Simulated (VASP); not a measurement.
A run of VASP 6.6.1 is set up as follows.

File INCAR:

```
SYSTEM = NaH
PREC = Accurate ; ENCUT = 500
EDIFF = 1E-7 ; ISMEAR = 0
SIGMA = 0.1 ; LREAL = .FALSE.
LASPH = .TRUE. ; NELM = 120
ALGO = Normal ; ISIF = 3
LWAVE = .FALSE. ; LCHARG = .FALSE.
GGA = PE ; IBRION = 2
NSW = 90 ; EDIFFG = -0.04
GGA_COMPAT = .FALSE. ; NELMIN = 4
```

File KPOINTS:

```
Automatic mesh
0
G
  6 6 6
  0 0 0
```

POSCAR

```
NaH
1.0
    2.8088342500      0.0000000000      0.0000000000
   -1.4044171200      2.4325218100      0.0000000000
    0.0000000000      0.0000000000      2.7345897400
Na H
1 1
Direct
    0.3333333300      0.6666666700      0.5000000000
    0.6666666700      0.3333333300      0.0000000000
```

Potentials or basis: VASP PAW PBE potentials, release 64 (Na_pv, H).

Run with:

```console
$ cat potpaw_PBE.64/Na_pv/POTCAR potpaw_PBE.64/H/POTCAR > POTCAR
$ mpirun -np 1 vasp_std > vasp.out
```

**Question.** Predict the relaxed cell.

**Answer.** a = 3.284 Å, b = 3.284 Å, c = 3.009 Å, α = 90.00°, β = 90.00°, γ = 120.00°.

**Question.** What does it give for the space group after relaxing (to 0.05 Å)?

**Answer.** P-6m2 (No. 187).

**Question.** Estimate the relaxed volume.

**Answer.** 14.05 Å³/atom.

**Question.** Predict the band gap on the k mesh.

**Answer.** 2.31 eV, indirect (least direct gap 4.36 eV).

Final structure:
```
CELL_PARAMETERS angstrom
3.28361 0.00000 0.00000
-1.64180 2.84369 0.00000
0.00000 0.00000 3.00903
ATOMIC_POSITIONS crystal
Na 0.33333 0.66667 0.50000
H 0.66667 0.33333 0.00000
```

Caveat: the k points lie up to 0.37 Å⁻¹ apart in the final cell; the volume moved by over 15 % at a fixed basis, so the end points are rough. Expect the measured gap to be larger: semilocal functionals such as PBE lack the derivative discontinuity.
